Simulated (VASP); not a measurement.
Input of a VASP 6.6.1 run:

INCAR

```
SYSTEM = TiTe2
ALGO = Normal
EDIFF = 1E-7
ENCUT = 520
GGA = RE
ISIF = 2
ISMEAR = -1
IVDW = 12
LASPH = .True.
LCHARG = .False.
LREAL = .False.
LWAVE = .False.
NBANDS = 19
NELM = 100
PREC = Accurate
SIGMA = 0.05
```

KPOINTS

```
k-points
0
Gamma
  8 8 4
  0 0 0
```

POSCAR

```
TiTe2
1.0
    3.6653473153      0.0000000000      0.0000000000
   -1.8326736577      3.1742838888      0.0000000000
    0.0000000000      0.0000000000      6.2450361882
Te Ti
2 1
Direct
    0.3333333333      0.6666666667      0.7226685744
    0.6666666667      0.3333333333      0.2773314256
    0.0000000000      0.0000000000      0.0000000000
```

Potentials or basis: VASP PAW PBE potentials, release 64 (Te, Ti_sv).

Run with:

```bash
$ cat potpaw_PBE.64/Te/POTCAR potpaw_PBE.64/Ti_sv/POTCAR > POTCAR
$ mpirun -np 1 vasp_std > vasp.out
```

Q: Predict the largest force.

A: 0.011 eV/Å.

Q: Predict the pressure.

A: 0.0 GPa.

Q: What does it give for the dispersion energy per atom?

A: -1.024 eV.

Q: Estimate the band gap on the k mesh.

A: Zero (bands 12 and 13 overlap by 0.86 eV).

Forces in eV/Å, atoms in the order of the input:
```
Te   0.000  0.000 -0.011
Te   0.000  0.000  0.011
Ti   0.000  0.000  0.000
```

Caveat: the dispersion term is far too large for a dense solid, which distorts pressure and volume; the PAW data sets were made with another functional, which shifts forces and pressure a little; spin-orbit coupling is left out, which moves the levels of the heavy elements.
